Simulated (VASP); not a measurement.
Here is a VASP 6.6.1 calculation.

The input INCAR:

```
PREC = Accurate
ENCUT = 520
EDIFF = 1E-6
ISMEAR = -1
SIGMA = 0.05
LREAL = F
LASPH = T
NELM = 60
ALGO = Normal
ISIF = 2
LWAVE = F
LCHARG = F
NBANDS = 15
```

KPOINTS

```
regular mesh
0
Gamma
  15 15 15
```

POSCAR

```
TaN
1.0
    0.0000000000      2.0181655479      2.0181655479
    2.0181655479      0.0000000000      2.0181655479
    2.0181655479      2.0181655479      0.0000000000
Ta N
1 1
Direct
    0.0000000000      0.0000000000      0.0000000000
    0.5000000000      0.5000000000      0.5000000000
```

Potentials or basis: VASP PAW LDA potentials, release 64 (Ta_pv, N).

Run with:

```sh
$ cat potpaw_LDA.64/Ta_pv/POTCAR potpaw_LDA.64/N/POTCAR > POTCAR
$ mpirun -np 1 vasp_std > vasp.out
```

(1) Estimate the pressure.

(2) Estimate the band gap on the k mesh.

Answers

(1) 141.7 GPa.

(2) zero (bands 8 and 9 overlap by 5.64 eV).

Caveat: the cell stands under pressure; spin-orbit coupling is left out, which moves the levels of the heavy elements.
